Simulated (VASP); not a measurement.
# ScSi10 (P-31m) in VASP: notebook, part 2 of 3

VASP 6.6.1.

## Step 4: Single point, PBE

This run uses another cell than the first one, of 17.57 Å³/atom, 1.244 times its volume.

The input, INCAR:

```
  PREC = Accurate
  ENCUT = 520
  EDIFF = 1E-6
  ISMEAR = 0
  SIGMA = 0.1
  LREAL = F
  LASPH = T
  NELM = 60
  ALGO = Normal
  ISIF = 2
  LWAVE = F
  LCHARG = F
  GGA = PE
  NBANDS = 36
```

The input, KPOINTS:

```
Automatic mesh
0
Gamma
  6 6 6
```

The input, POSCAR:

```
ScSi10
1.0
    5.8806655229      0.0000000000      0.0000000000
   -2.9403327614      5.0928057340      0.0000000000
    0.0000000000      0.0000000000      6.4516929022
Sc Si
1 10
Direct
    0.0000000000      0.0000000000      0.0000000000
    0.3333333333      0.6666666667      0.1850741832
    0.3333333333      0.6666666667      0.8149258168
    0.6666666667      0.3333333333      0.8149258168
    0.6666666667      0.3333333333      0.1850741832
    0.2741689619      0.0000000000      0.6488229221
    0.0000000000      0.2741689619      0.6488229221
    0.7258310381      0.7258310381      0.6488229221
    0.0000000000      0.7258310381      0.3511770779
    0.7258310381      0.0000000000      0.3511770779
    0.2741689619      0.2741689619      0.3511770779
```

Potentials or basis: VASP PAW PBE potentials, release 64 (Sc_sv, Si).

On the command line:

```
> cat potpaw_PBE.64/Sc_sv/POTCAR potpaw_PBE.64/Si/POTCAR > POTCAR
> mpirun -np 1 vasp_std > vasp.out
```

OUTCAR:

```text
PREC = Accurate
   ENCUT = 520
   EDIFF = 1E-6
   ISMEAR = 0
   LREAL = F
   LASPH = T
   NELM = 60
   ISIF = 2
   GGA = PE

 ion  position               nearest neighbor table
   1  0.000  0.000  0.000-   7 2.78   9 2.78   6 2.78  10 2.78   8 2.78  11 2.78
   2  0.333  0.667  0.185-   3 2.39   9 2.41  10 2.41  11 2.41
   3  0.333  0.667  0.815-   2 2.39   6 2.41   7 2.41   8 2.41
   4  0.667  0.333  0.815-   5 2.39   7 2.41   6 2.41   8 2.41
   5  0.667  0.333  0.185-   4 2.39  10 2.41   9 2.41  11 2.41
   6  0.274  0.000  0.649-   3 2.41   4 2.41  11 2.51   9 2.51   1 2.78   7 2.79   8 2.79
   7  0.000  0.274  0.649-   4 2.41   3 2.41  11 2.51  10 2.51   1 2.78   6 2.79   8 2.79
   8  0.726  0.726  0.649-   4 2.41   3 2.41  10 2.51   9 2.51   1 2.78   7 2.79   6 2.79
   9  0.000  0.726  0.351-   2 2.41   5 2.41   8 2.51   6 2.51   1 2.78  10 2.79  11 2.79
  10  0.726  0.000  0.351-   5 2.41   2 2.41   8 2.51   7 2.51   1 2.78   9 2.79  11 2.79
  11  0.274  0.274  0.351-   2 2.41   5 2.41   6 2.51   7 2.51   1 2.78   9 2.79  10 2.79

  LATTYP: Found a hexagonal cell.
 ALAT       =     5.8806655229
 C/A-ratio  =     1.0971025094

  Lattice vectors:

 A1 = (   5.8806655229,   0.0000000000,   0.0000000000)
 A2 = (  -2.9403327614,   5.0928057340,   0.0000000000)
 A3 = (   0.0000000000,   0.0000000000,   6.4516929022)

Analysis of symmetry for initial positions (statically):
=====================================================================
 Subroutine PRICEL returns:
 Original cell was already a primitive cell.

 Routine SETGRP: Setting up the symmetry group for a
 hexagonal supercell.

 Subroutine GETGRP returns: Found 12 space group operations
 (whereof 12 operations were pure point group operations)
 out of a pool of 24 trial point group operations.

The static configuration has the point symmetry D_3d.

Analysis of symmetry for dynamics (positions and initial velocities):
=====================================================================
 Subroutine PRICEL returns:
[... 152 lines left out ...]
   GGA     = PE    functional components
   LHFCALC =     F    Hartree Fock is set to
   AEXX    =    0.0000 exact exchange contribution
   IVDW    =     0    specifies the selected vdW correction
   LEPSILON=     F    determine dielectric tensor
   LRPA    =     F    only Hartree local field effects (RPA)
 non-spin polarized calculation
 Gauss-broadening in eV      SIGMA  =   0.10
  energy-cutoff  :      520.00
  volume of cell :      193.22
 maximum number of plane-waves:      5240
 NGX is ok and might be reduce to    48
   NGX = 21   NGY = 21   NGZ = 23

 number of electron      51.0000003 magnetization

 Free energy of the ion-electron system (eV)
  ---------------------------------------------------
  ext. energy  EPLUGINS =         0.00000000
  ---------------------------------------------------
  free energy    TOTEN  =       -57.63148054 eV

  energy without entropy =      -57.59830531  energy(sigma->0) =      -57.61489293

 E-fermi :   7.5014     XC(G=0): -10.3011

 val. band max:        7.4996075848   @ k =  -0.1667   0.5000   0.1667
 cond. band min:       7.5155988095   @ k =   0.1667   0.0000   0.5000
 fundamental gap:      0.0159912247
 Fermi energy:         7.5013802419

 k-point     1 :       0.0000    0.0000    0.0000
  band No.  band energies     occupation
      1     -42.2632      2.00000
      2     -20.9977      2.00000
      3     -20.9977      2.00000
      4     -20.7870      2.00000
      5      -5.4531      2.00000
      6      -2.5840      2.00000
[... 925 lines left out ...]
     35      10.2336      0.00000
     36      10.6110      0.00000

 [... further k-points ...]
[... 5 lines left out ...]
  --------------------------------------------------------------------------------------
  -------------------------------------------------------------------------------------
  Total       -0.0892266     -0.0892266     -0.0610527     -0.0000000      0.0000000      0.0000000
  in kB       -0.7398568     -0.7398568     -0.5062422     -0.0000000      0.0000000      0.0000000
  external PRESSURE =      -0.6619852 kB  Pullay stress =       0.0000000 kB

 VOLUME and BASIS-vectors are now :
 -----------------------------------------------------------------------------
  energy-cutoff  :      520.00
  volume of cell :      193.22
      direct lattice vectors                 reciprocal lattice vectors
     5.880665523  0.000000000  0.000000000     0.170048780  0.098177709  0.000000000
    -2.940332761  5.092805734  0.000000000     0.000000000  0.196355418  0.000000000
     0.000000000  0.000000000  6.451692902     0.000000000  0.000000000  0.154998078

 POSITION                                       TOTAL-FORCE (eV/Angst)
 -----------------------------------------------------------------------------------
      0.00000      0.00000      0.00000        -0.000000      0.000000     -0.000000
     -0.00000      3.39520      1.19404        -0.000000      0.000000      0.004898
     -0.00000      3.39520      5.25765        -0.000000      0.000000     -0.004898
      2.94033      1.69760      5.25765        -0.000000     -0.000000     -0.004898
      2.94033      1.69760      1.19404        -0.000000     -0.000000      0.004898
      1.61230      0.00000      4.18601         0.007490     -0.000000     -0.003209
     -0.80615      1.39629      4.18601        -0.003745      0.006487     -0.003209
      2.13418      3.69652      4.18601        -0.003745     -0.006487     -0.003209
     -2.13418      3.69652      2.26569         0.003745     -0.006487      0.003209
      4.26837      0.00000      2.26569        -0.007490      0.000000      0.003209
      0.80615      1.39629      2.26569         0.003745      0.006487      0.003209
 -----------------------------------------------------------------------------------
    total drift:                                0.000000     -0.000000      0.000000

  FREE ENERGIE OF THE ION-ELECTRON SYSTEM (eV)
  ---------------------------------------------------
  free  energy   TOTEN  =       -57.6314805357 eV

  energy  without entropy=      -57.5983053149  energy(sigma->0) =      -57.61489293
```

OSZICAR:

```text
N       E                     dE             d eps       ncg     rms          rms(c)
DAV:   1     0.295944146934E+03    0.29594E+03   -0.19185E+04  2448   0.122E+03
DAV:   2    -0.246967561052E+02   -0.32064E+03   -0.30818E+03  2504   0.319E+02
DAV:   3    -0.580398499123E+02   -0.33343E+02   -0.31489E+02  3600   0.805E+01
DAV:   4    -0.598632220910E+02   -0.18234E+01   -0.17785E+01  3768   0.197E+01
DAV:   5    -0.598978244063E+02   -0.34602E-01   -0.34400E-01  3376   0.259E+00    0.118E+01
DAV:   6    -0.578276300688E+02    0.20702E+01   -0.92291E+00  4024   0.182E+01    0.623E+00
DAV:   7    -0.577422004947E+02    0.85430E-01   -0.23503E+00  4184   0.102E+01    0.418E+00
DAV:   8    -0.576732737204E+02    0.68927E-01   -0.90039E-01  4032   0.633E+00    0.133E+00
DAV:   9    -0.576341618596E+02    0.39112E-01   -0.34358E-01  4064   0.431E+00    0.421E-01
DAV:  10    -0.576313833370E+02    0.27785E-02   -0.17397E-02  3964   0.842E-01    0.168E-01
DAV:  11    -0.576315917867E+02   -0.20845E-03   -0.18706E-03  3840   0.264E-01    0.983E-02
DAV:  12    -0.576314849505E+02    0.10684E-03   -0.93793E-04  3980   0.227E-01    0.341E-02
DAV:  13    -0.576314810725E+02    0.38781E-05   -0.10089E-04  4148   0.770E-02    0.118E-02
DAV:  14    -0.576314805357E+02    0.53674E-06   -0.29357E-06  2724   0.958E-03
   1 F= -.57631481E+02 E0= -.57614893E+02  d E =-.331752E-01
```

stdout:

```text
POSCAR found type information on POSCAR ScSi
 POSCAR found :  2 types and      11 ions
 scaLAPACK will be used
 LDA part: xc-table for (Slater+PW92), standard interpolation
 POSCAR, INCAR and KPOINTS ok, starting setup
 FFT: planning ... GRIDC
 FFT: planning ... GRID_SOFT
 FFT: planning ... GRID
 WAVECAR not read
 entering main loop
```

It took 11 min on 1 thread of Oxide Virtual Turin-like, shared host; peak memory 0.39 GiB.

Results:

| Property | Result |
| --- | --- |
| Free energy | -57.6315 eV |
| Pressure | -0.1 GPa |
| Largest force | 0.008 eV/Å |

Forces on the atoms (eV/Å):
```
Sc   0.000  0.000  0.000
Si   0.000  0.000  0.005
Si   0.000  0.000 -0.005
Si   0.000  0.000 -0.005
Si   0.000  0.000  0.005
Si   0.007  0.000 -0.003
Si  -0.004  0.006 -0.003
Si  -0.004 -0.006 -0.003
Si   0.004 -0.006  0.003
Si  -0.007  0.000  0.003
Si   0.004  0.006  0.003
```

Levels at points of the mesh, in eV from the Fermi level:
```tsv
k point	band 23	band 24	band 25	band 26	band 27	band 28	band 29	band 30
(0.00, 0.00, 0.00)	-1.86	-1.84	-1.84	1.25	1.25	1.56	1.84	2.29
(0.50, 0.00, 0.00)	-1.00	-0.45	-0.43	-0.05	0.27	0.38	0.51	0.98
(0.00, 0.00, 0.50)	-1.21	0.50	0.50	0.93	0.93	1.32	1.40	1.62
(0.50, 0.00, 0.50)	-1.80	-1.32	-1.12	-0.94	-0.19	0.76	0.94	1.21
```

## Step 5: Single point, PBE

This run uses another cell than the first one, of 17.57 Å³/atom, 1.244 times its volume.

The input, INCAR:

```
SYSTEM = ScSi10
PREC = Accurate
ENCUT = 520
EDIFF = 1E-6
ISMEAR = 0
SIGMA = 0.1
LREAL = .FALSE.
LASPH = .TRUE.
NELM = 80
ALGO = Normal
ISIF = 2
LWAVE = .FALSE.
LCHARG = .TRUE.
GGA = PE
LELF = .TRUE.
LVHAR = .TRUE.
NBANDS = 36
```

The input, KPOINTS:

```
Automatic mesh
0
G
  6 6 6
  0 0 0
```

POSCAR is that of step 4.

On the command line:

```
> cat potpaw_PBE.64/Sc_sv/POTCAR potpaw_PBE.64/Si/POTCAR > POTCAR
> mpirun -np 1 vasp_std > vasp.out
```

It took 9.8 min on 1 thread of Oxide Virtual Turin-like, shared host; peak memory 0.39 GiB.

Results (log left out):

```yaml
Free_energy: -57.6315 eV
Pressure: -0.1 GPa
Largest_force: 0.008 eV/Å
```

Forces in eV/Å, atoms in the order of the input:
```
Sc   0.000  0.000  0.000
Si   0.000  0.000  0.005
Si   0.000  0.000 -0.005
Si   0.000  0.000 -0.005
Si   0.000  0.000  0.005
Si   0.007  0.000 -0.003
Si  -0.004  0.006 -0.003
Si  -0.004 -0.006 -0.003
Si   0.004 -0.006  0.003
Si  -0.007  0.000  0.003
Si   0.004  0.006  0.003
```

Levels at points of the mesh, in eV from the Fermi level:
| k point | band 22 | band 23 | band 24 | band 25 | band 26 | band 27 | band 28 | band 29 | band 30 | band 31 |
| --- | --- | --- | --- | --- | --- | --- | --- | --- | --- | --- |
| (0.00, 0.00, 0.00) | -1.86 | -1.86 | -1.84 | -1.84 | 1.25 | 1.25 | 1.56 | 1.84 | 2.29 | 2.29 |
| (0.50, 0.00, 0.00) | -1.57 | -1.00 | -0.45 | -0.43 | -0.05 | 0.27 | 0.38 | 0.51 | 0.98 | 1.32 |
| (0.00, 0.00, 0.50) | -1.21 | -1.21 | 0.50 | 0.50 | 0.93 | 0.93 | 1.32 | 1.40 | 1.62 | 1.83 |
| (0.50, 0.00, 0.50) | -1.84 | -1.80 | -1.32 | -1.12 | -0.94 | -0.19 | 0.76 | 0.94 | 1.21 | 1.30 |

## Step 6: Relaxation of cell and atoms, PBE

The input, INCAR:

```
ALGO     = Normal         # electronic algorithm
EDIFF    = 1E-6           # SCF threshold, eV
EDIFFG   = -0.04          # ionic threshold
ENCUT    = 600            # plane-wave cutoff, eV
GGA      = PE             # functional
IBRION   = 2              # ionic algorithm
ISIF     = 3              # what is computed and relaxed
ISMEAR   = 0              # smearing method
LASPH    = T              # aspherical terms in the spheres
LCHARG   = F              # write CHGCAR
LREAL    = F              # projectors in reciprocal space
LWAVE    = F              # write WAVECAR
NELM     = 100            # most SCF steps
NSW      = 90             # ionic steps
PREC     = Accurate       # precision mode
SIGMA    = 0.1            # smearing width, eV
```

The input, KPOINTS:

```
k-points
0
Gamma
  3 3 4
```

The input, POSCAR:

```
ScSi10
1.0
    6.2298013000      0.0000000000      0.0000000000
   -3.1149006500      5.3951661900      0.0000000000
    0.0000000000      0.0000000000      4.6220277000
Sc Si
1 10
Direct
    0.0000000000      0.0000000000      0.0000000000
    0.3333333300      0.6666666700      0.2380192400
    0.3333333300      0.6666666700      0.7619807600
    0.6666666700      0.3333333300      0.7619807600
    0.6666666700      0.3333333300      0.2380192400
    0.3249054200      0.0000000000      0.6316917000
    0.0000000000      0.3249054200      0.6316917000
    0.6750945800      0.6750945800      0.6316917000
    0.0000000000      0.6750945800      0.3683083000
    0.6750945800      0.0000000000      0.3683083000
    0.3249054200      0.3249054200      0.3683083000
```

Potentials or basis: VASP PAW PBE potentials, release 64 (Sc_sv, Si).

On the command line:

```
> cat potpaw_PBE.64/Sc_sv/POTCAR potpaw_PBE.64/Si/POTCAR > POTCAR
> mpirun -np 1 vasp_std > vasp.out
```

Run time: 22 min. Hardware: 1 thread of Oxide Virtual Turin-like, shared host; peak memory 0.3 GiB.

Results (log left out):

```
Free energy                            : -55.3818 eV
Relaxed volume                         : 18.66 Å³/atom
Relaxed cell                           : a = 6.884 Å, b = 6.884 Å, c = 5.001 Å, α = 90.00°, β = 90.00°, γ = 120.00°
Space group after relaxing (to 0.05 Å) : P-31m (No. 162)
Energy gained by relaxing              : 502.9 meV/atom
Ionic steps                            : 9
Pressure after relaxing                : 0.2 GPa
Largest force after relaxing           : 0.035 eV/Å
```

Forces on the atoms (eV/Å):
```
Sc   0.000  0.000  0.000
Si   0.000  0.000 -0.018
Si   0.000  0.000  0.018
Si   0.000  0.000  0.018
Si   0.000  0.000 -0.018
Si  -0.027  0.000  0.023
Si   0.014 -0.023  0.023
Si   0.014  0.023  0.023
Si  -0.014  0.023 -0.023
Si   0.027  0.000 -0.023
Si  -0.014 -0.023 -0.023
```

Stress tensor (GPa, compression positive):
```
0.29 0.00 0.00
0.00 0.29 0.00
0.00 0.00 0.14
```

Step by step:
```
step  energy change (eV)  largest force (eV/Å)  pressure (GPa)  volume (Å³)
   1              0.0000                1.7725           41.93       155.35
   2             -3.3422                1.1200          -10.24       253.88
   3             -5.4720                0.7051            0.15       205.17
   4             -5.4729                0.6884            0.59       204.08
   5             -5.5302                0.0550           -0.07       206.08
   6             -5.5304                0.0491           -0.10       206.21
   7             -5.5304                0.0508           -0.11       206.25
   8             -5.5312                0.0460           -0.01       205.94
   9             -5.5318                0.0352            0.24       205.28
```

Final structure:
```
Sc Si
1.0
     6.88436    0.00000    0.00000
    -3.44218    5.96203    0.00000
     0.00000    0.00000    5.00125
Sc Si
1 10
Direct
  0.00000 0.00000 0.00000
  0.33333 0.66667 0.23786
  0.33333 0.66667 0.76214
  0.66667 0.33333 0.76214
  0.66667 0.33333 0.23786
  0.31636 0.00000 0.63021
  0.00000 0.31636 0.63021
  0.68364 0.68364 0.63021
  0.00000 0.68364 0.36979
  0.68364 0.00000 0.36979
  0.31636 0.31636 0.36979
```

Levels at points of the mesh, in eV from the Fermi level:
```csv
k point,band 21,band 22,band 23,band 24,band 25,band 26,band 27,band 28,band 29,band 30
"(0.00, 0.00, 0.00)",-1.49,-1.40,-1.40,-0.91,-0.57,-0.35,-0.35,0.74,0.74,0.91
"(0.00, 0.00, 0.50)",-0.96,-0.96,-0.25,-0.22,0.85,0.85,0.93,0.93,1.21,1.58
```

Caveat: the k points lie up to 0.35 Å⁻¹ apart in the final cell; the volume moved by over 15 % at a fixed basis, so the end points are rough.

(Continued in part 3 of 3.)
